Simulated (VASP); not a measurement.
Wanted: the native input for a VASP 6.6.1 run.

| Item | Value |
| --- | --- |
| Task | single point |
| Functional | PBE |
| Potentials or basis | VASP PAW PBE potentials, release 64 (Hf_pv) |
| Cutoff | 520 eV |
| k mesh | 10 × 10 × 5 |
| Occupations | fermi-dirac, width 0.05 eV |
| Spin | no spin polarisation |
| Dipole correction | no |
| Further INCAR settings | ALGO = Normal; EDIFF = 1e-07; NBANDS = 17 |

The structure of Hf lies in POSCAR:

```
Hf
1.0
    3.1967000000      0.0000000000      0.0000000000
   -1.5983500000      2.7684234083      0.0000000000
    0.0000000000      0.0000000000      5.0578000000
Hf
2
Direct
    0.6666666667      0.3333333333      0.7500000000
    0.3333333333      0.6666666667      0.2500000000
```

These files were run (other wordings do the same):

INCAR

```
PREC     = Accurate       # precision mode
ENCUT    = 520            # plane-wave cutoff, eV
EDIFF    = 1E-7           # SCF threshold, eV
ISMEAR   = -1             # smearing method
SIGMA    = 0.05           # smearing width, eV
LREAL    = False          # projectors in reciprocal space
LASPH    = True           # aspherical terms in the spheres
NELM     = 100            # most SCF steps
ALGO     = Normal         # electronic algorithm
ISIF     = 2              # what is computed and relaxed
LWAVE    = False          # write WAVECAR
LCHARG   = False          # write CHGCAR
GGA      = PE             # functional
NBANDS   = 17             # bands
```

KPOINTS

```
regular mesh
0
Gamma
  10 10 5
```

Potentials or basis: VASP PAW PBE potentials, release 64 (Hf_pv).

Command:

```bash
$ cat potpaw_PBE.64/Hf_pv/POTCAR > POTCAR
$ mpirun -np 1 vasp_std > vasp.out
```

Results of the run:

| Property | Result |
| --- | --- |
| Pressure | 0.2 GPa |
| Band gap on the k mesh | zero (band 10 reaches 6.10 eV, above the bottom of band 11 at 4.59 eV) |

Caveat: spin-orbit coupling is left out, which moves the levels of the heavy elements.

It took 17 s on 1 thread of AMD EPYC 9R45 96-Core Processor (Zen 5) (shared host), peak memory 0.14 GiB.
